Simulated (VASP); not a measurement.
Set up this calculation in VASP 6.6.1, as the native input.

- Task: single point
- Functional: r2SCAN
- Potentials or basis: VASP PAW PBE potentials, release 64 (Pt)
- Cutoff: 520 eV
- k mesh: 12 × 12 × 6
- Occupations: fermi-dirac, width 0.1 eV
- Spin: no spin polarisation
- Dipole correction: no
- Further INCAR settings: ALGO = Normal; EDIFF = 1e-07; NBANDS = 17

Pt:

```
Pt
1.0
     2.82363    0.00000    0.00000
    -1.41182    2.44534    0.00000
     0.00000    0.00000    4.90144
Pt
2
Direct
  0.66667 0.33333 0.75000
  0.33333 0.66667 0.25000
```

This isn't the form of Pt at room conditions, which is fcc.

The input as run:

POSCAR

```
Pt
1.0
    2.8236343670      0.0000000000      0.0000000000
   -1.4118171835      2.4453392080      0.0000000000
    0.0000000000      0.0000000000      4.9014383679
Pt
2
Direct
    0.6666666667      0.3333333333      0.7500000000
    0.3333333333      0.6666666667      0.2500000000
```

INCAR.step1

```
PREC     = Accurate       # precision mode
ENCUT    = 520            # plane-wave cutoff, eV
ISMEAR   = -1             # smearing method
SIGMA    = 0.1            # smearing width, eV
LREAL    = F              # projectors in reciprocal space
LASPH    = T              # aspherical terms in the spheres
NELM     = 80             # most SCF steps
NBANDS   = 17             # bands
GGA      = PE             # functional
ALGO     = Normal         # electronic algorithm
EDIFF    = 1E-4           # SCF threshold, eV
LWAVE    = T              # write WAVECAR
LCHARG   = F              # write CHGCAR
```

INCAR.step2

```
PREC     = Accurate       # precision mode
ENCUT    = 520            # plane-wave cutoff, eV
EDIFF    = 1E-7           # SCF threshold, eV
ISMEAR   = -1             # smearing method
SIGMA    = 0.1            # smearing width, eV
LREAL    = F              # projectors in reciprocal space
LASPH    = T              # aspherical terms in the spheres
NELM     = 80             # most SCF steps
ALGO     = Normal         # electronic algorithm
ISIF     = 2              # what is computed and relaxed
LWAVE    = F              # write WAVECAR
LCHARG   = F              # write CHGCAR
METAGGA  = R2SCAN         # meta-GGA
LMIXTAU  = T            
NBANDS   = 17             # bands
ISTART   = 1
```

KPOINTS

```
Automatic mesh
0
Gamma
  12 12 6
```

Potentials or basis: VASP PAW PBE potentials, release 64 (Pt).

Run with:

```bash
$ cat potpaw_PBE.64/Pt/POTCAR > POTCAR
$ cp INCAR.step1 INCAR
$ mpirun -np 1 vasp_std > vasp.out
$ cp INCAR.step2 INCAR
$ mpirun -np 1 vasp_std > vasp.out
```

It gave:

```yaml
Pressure: -18.6 GPa
Band_gap_on_the_k_mesh: zero (bands 10 and 11 overlap by 1.23 eV)
```

Caveat: the cell stands under tension; the PAW data sets were made with another functional, which shifts forces and pressure a little; spin-orbit coupling is left out, which moves the levels of the heavy elements.

Run time: 3.5 min on 1 thread of Intel Xeon 8259CL, on a shared host, peak memory 0.19 GiB.
